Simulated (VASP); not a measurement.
A run of VASP 6.6.1:

File POSCAR:

```
BP
1.0
    2.2394870396      2.2394870396      0.0000000000
   -2.2394870396      2.2394870396      0.0000000000
    0.0000000000      2.2394870396      2.2394870396
B P
1 1
Direct
    0.0000000000      0.0000000000      0.0000000000
    0.7500000000      0.2500000000      0.5000000000
```

File INCAR.step1:

```
SYSTEM = BP
  PREC = Accurate
  ENCUT = 520
  ISMEAR = 0
  SIGMA = 0.01
  LREAL = .False.
  LASPH = .True.
  NELM = 60
  NBANDS = 11
  GGA = PE
  ALGO = Normal
  EDIFF = 1E-4
  LWAVE = .True.
  LCHARG = .False.
```

File INCAR.step2:

```
SYSTEM = BP
  PREC = Accurate
  ENCUT = 520
  EDIFF = 1E-7
  ISMEAR = 0
  SIGMA = 0.01
  LREAL = .False.
  LASPH = .True.
  NELM = 60
  ALGO = Normal
  ISIF = 2
  LWAVE = .False.
  LCHARG = .False.
  METAGGA = R2SCAN
  LMIXTAU = .True.
  NBANDS = 11
  ISTART = 1
```

The input KPOINTS:

```
Automatic mesh
0
Gamma
  8 8 8
  0 0 0
```

Potentials or basis: VASP PAW PBE potentials, release 64 (B, P).

Command:

```console
$ cat potpaw_PBE.64/B/POTCAR potpaw_PBE.64/P/POTCAR > POTCAR
$ cp INCAR.step1 INCAR
$ mpirun -np 1 vasp_std > vasp.out
$ cp INCAR.step2 INCAR
$ mpirun -np 1 vasp_std > vasp.out
```

Hardware: 1 thread of AMD EPYC 9R45 96-Core Processor (Zen 5), with other jobs on the host.

Q: How long does it take, and how much memory?

A: Wall time 19 s on 1 thread of AMD EPYC 9R45 96-Core Processor (Zen 5), with other jobs on the host, peak memory 0.11 GiB. Counts: k points 29.
